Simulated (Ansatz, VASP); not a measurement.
**One calculation of Yb, two programs**

```
CELL_PARAMETERS angstrom
0.00000 2.57629 2.57629
2.57629 0.00000 2.57629
2.57629 2.57629 0.00000
ATOMIC_POSITIONS crystal
Yb 0.00000 0.00000 0.00000
```

Alike in both runs: task single point; functional PBE; k mesh 17 × 17 × 17; occupations fermi-dirac, width 0.05 eV; collinear spin.

|  | VASP | Ansatz |
| --- | --- | --- |
| version | VASP 6.6.1 | Ansatz 0.2.0 |
| potentials or method | VASP PAW PBE potentials, release 64 (Yb), cutoff 520 eV | plane waves (420 eV) with PAW, scalar-relativistic |
| valence electrons in the cell | 24 | 24 |

Ansatz gave:

* pressure (GPa): 0.8
* net moment per atom (μB): 0.00

What did VASP give for the same quantities?

Pressure (GPa): -0.2; net moment per atom (μB): 0.00.

Ansatz's warnings: given moment on shells, seeded moment not kept.

Neither program's run includes spin-orbit coupling.
